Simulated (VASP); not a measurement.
# Ge6MoW2 in VASP: further runs, part 2 of 2

VASP 6.6.1. Earlier steps stand in the parts before.

### Step 3. Single point, PBE

This run uses another cell than the first one, of the same volume but with other edges.

INCAR

```
SYSTEM = Ge6MoW2
  PREC = Accurate
  ENCUT = 520
  EDIFF = 1E-6
  ISMEAR = 0
  SIGMA = 0.2
  LREAL = .FALSE.
  LASPH = .TRUE.
  NELM = 80
  ALGO = Normal
  ISIF = 2
  LWAVE = .FALSE.
  LCHARG = .FALSE.
  GGA = PE
  NBANDS = 73
  KPAR = 4
```

KPOINTS

```
regular mesh
0
G
  6 6 6
  0 0 0
```

POSCAR

```
Ge6MoW2
1.0
    0.0000056026     -3.3403199439      0.0001280950
    3.3403589259     -0.0000043263      0.0000217074
   -1.6700250621      1.6698040424     12.4375724067
Ge Mo W
6 1 2
Direct
    0.7793214256      0.7792383153      0.5585993279
    0.4462333769      0.4462763853      0.8924101493
    0.1123148074      0.1123366165      0.2246706368
    0.8877362627      0.8876350637      0.7753429078
    0.5537082979      0.5538370335      0.1075786028
    0.2206931131      0.2206701113      0.4413937762
   -0.0000129194      0.0000039095     -0.0000114844
    0.6668581619      0.6667562945      0.3336044824
    0.3331474739      0.3332462705      0.6664116012
```

Potentials or basis: VASP PAW PBE potentials, release 64 (Ge_d, Mo_sv, W_sv).

Started as:

```sh
$ cat potpaw_PBE.64/Ge_d/POTCAR potpaw_PBE.64/Mo_sv/POTCAR potpaw_PBE.64/W_sv/POTCAR > POTCAR
$ mpirun -np 4 vasp_std > vasp.out
```

OUTCAR:

```text
SYSTEM = Ge6MoW2
   PREC = Accurate
   ENCUT = 520
   EDIFF = 1E-6
   ISMEAR = 0
   LREAL = .FALSE.
   LASPH = .TRUE.
   NELM = 80
   ISIF = 2
   GGA = PE

 ion  position               nearest neighbor table
   1  0.779  0.779  0.559-   4 2.70   9 2.72   9 2.72   9 2.72   9 2.72   6 2.78   6 2.78   6 2.78
                             6 2.78   8 2.80
   2  0.446  0.446  0.892-   5 2.68   7 2.71   7 2.71   7 2.71   7 2.71   4 2.77   4 2.77   4 2.77
                             4 2.77   9 2.81
   3  0.112  0.112  0.225-   6 2.70   8 2.72   8 2.72   8 2.72   8 2.72   5 2.77   5 2.77   5 2.77
                             5 2.78   7 2.79
   4  0.888  0.888  0.775-   1 2.70   9 2.72   9 2.72   9 2.72   9 2.72   2 2.77   2 2.77   2 2.77
                             2 2.77   7 2.79
   5  0.554  0.554  0.108-   2 2.68   7 2.71   7 2.71   7 2.71   7 2.71   3 2.77   3 2.77   3 2.77
                             3 2.78   8 2.81
   6  0.221  0.221  0.441-   3 2.70   8 2.72   8 2.72   8 2.72   8 2.72   1 2.78   1 2.78   1 2.78
                             1 2.78   9 2.80
   7  1.000  0.000  1.000-   2 2.71   5 2.71   2 2.71   5 2.71   5 2.71   2 2.71   2 2.71   5 2.71
                             4 2.79   3 2.79
   8  0.667  0.667  0.334-   6 2.72   6 2.72   6 2.72   6 2.72   3 2.72   3 2.72   3 2.72   3 2.72
[... 2033 lines left out ...]
     72      13.1929      0.00000
     73      13.3611      0.00000

 [... further k-points ...]

------------------------ aborting loop because EDIFF is reached ----------------------------------------

  FORCE on cell =-STRESS in cart. coord.  units (eV):
  Direction    XX          YY          ZZ          XY          YZ          ZX
  --------------------------------------------------------------------------------------
  -------------------------------------------------------------------------------------
  Total        0.2052073      0.2070990      0.3024845      0.0007853      0.0083091     -0.0024426
  in kB        2.3691034      2.3909426      3.4921606      0.0090666      0.0959275     -0.0281992
  external PRESSURE =       2.7507355 kB  Pullay stress =       0.0000000 kB

 VOLUME and BASIS-vectors are now :
 -----------------------------------------------------------------------------
  energy-cutoff  :      520.00
  volume of cell :      138.78
      direct lattice vectors                 reciprocal lattice vectors
     0.000005603 -3.340319944  0.000128095    -0.000000649 -0.299370979  0.040191910
     3.340358926 -0.000004326  0.000021707     0.299368765  0.000002044  0.040196745
    -1.670025062  1.669804042 12.437572407    -0.000000522  0.000003083  0.080401058

 POSITION                                       TOTAL-FORCE (eV/Angst)
 -----------------------------------------------------------------------------------
      1.67007     -1.67043      6.94774         0.001186      0.001260     -0.012668
      0.00038     -0.00041     11.09948        -0.001508      0.000406     -0.015592
      0.00004     -0.00001      2.79437         0.000128     -0.000781     -0.000373
      1.67018     -1.67066      9.64352         0.001384      0.002179     -0.002030
      1.67036     -1.66993      1.33810        -0.000846     -0.001600      0.015942
     -0.00002     -0.00015      5.48990         0.000018     -0.001029      0.015446
     -1.66999     -1.67049     12.43756         0.000810      0.000238      0.001683
      1.67008     -1.67047      4.14933         0.001244      0.002310     -0.011722
      0.00024     -0.00004      8.28859        -0.002416     -0.002983      0.009315
 -----------------------------------------------------------------------------------
    total drift:                                0.000035      0.000015     -0.000001

  FREE ENERGIE OF THE ION-ELECTRON SYSTEM (eV)
  ---------------------------------------------------
  free  energy   TOTEN  =       -63.9305781724 eV

  energy  without entropy=      -63.8735736984  energy(sigma->0) =      -63.90207594
```

OSZICAR:

```text
N       E                     dE             d eps       ncg     rms          rms(c)
DAV:   1     0.195884470844E+04    0.19588E+04   -0.54959E+04 21110   0.467E+03
DAV:   2     0.327238483223E+03   -0.16316E+04   -0.15815E+04 17008   0.128E+03
DAV:   3    -0.257939367366E+02   -0.35303E+03   -0.33954E+03 16583   0.324E+02
DAV:   4    -0.649316428726E+02   -0.39138E+02   -0.37416E+02 20135   0.102E+02
DAV:   5    -0.664438257927E+02   -0.15122E+01   -0.14849E+01 19864   0.217E+01    0.305E+01
DAV:   6    -0.643275983567E+02    0.21162E+01   -0.13780E+01 24631   0.167E+01    0.854E+00
DAV:   7    -0.640447840247E+02    0.28281E+00   -0.25038E+00 20432   0.110E+01    0.571E+00
DAV:   8    -0.639693952368E+02    0.75389E-01   -0.70568E-01 21040   0.886E+00    0.151E+00
DAV:   9    -0.639323938861E+02    0.37001E-01   -0.27230E-01 22688   0.386E+00    0.477E-01
DAV:  10    -0.639306339038E+02    0.17600E-02   -0.37135E-02 20127   0.163E+00    0.326E-01
DAV:  11    -0.639304512260E+02    0.18268E-03   -0.56965E-03 20224   0.116E+00    0.143E-01
DAV:  12    -0.639306276990E+02   -0.17647E-03   -0.19892E-03 20960   0.684E-01    0.677E-02
DAV:  13    -0.639305824136E+02    0.45285E-04   -0.96711E-04 21375   0.427E-01    0.349E-02
DAV:  14    -0.639305654198E+02    0.16994E-04   -0.22533E-04 21584   0.350E-01    0.225E-02
DAV:  15    -0.639305768389E+02   -0.11419E-04   -0.11381E-04 17950   0.116E-01    0.135E-02
DAV:  16    -0.639305773859E+02   -0.54704E-06   -0.15184E-05 20624   0.133E-01    0.548E-03
DAV:  17    -0.639305781299E+02   -0.74399E-06   -0.10125E-05 14564   0.489E-02    0.247E-03
DAV:  18    -0.639305781724E+02   -0.42506E-07   -0.14191E-06 11098   0.315E-02
   1 F= -.63930578E+02 E0= -.63902076E+02  d E =-.570045E-01
```

stdout:

```text
POSCAR found type information on POSCAR GeMoW
 POSCAR found :  3 types and       9 ions
 scaLAPACK will be used
 LDA part: xc-table for (Slater+PW92), standard interpolation
 POSCAR, INCAR and KPOINTS ok, starting setup
 FFT: planning ... GRIDC
 FFT: planning ... GRID_SOFT
 FFT: planning ... GRID
 WAVECAR not read
 entering main loop
```

It took 7.5 min on 4 MPI ranks of Intel Xeon Platinum 8559C (Emerald Rapids), shared host; peak memory 0.91 GiB.

What came out:

| Quantity | Value |
| --- | --- |
| Free energy | -63.9306 eV |
| Pressure | 0.3 GPa |
| Largest force | 0.016 eV/Å |
| Band gap on the k mesh | zero (bands 63 and 64 overlap by 1.05 eV) |

Forces on the atoms (eV/Å):
```
Ge   0.001  0.001 -0.013
Ge  -0.002  0.000 -0.016
Ge   0.000 -0.001  0.000
Ge   0.001  0.002 -0.002
Ge  -0.001 -0.002  0.016
Ge   0.000 -0.001  0.015
Mo   0.001  0.000  0.002
W    0.001  0.002 -0.012
W   -0.002 -0.003  0.009
```

Caveat: spin-orbit coupling is left out, which moves the levels of the heavy elements.
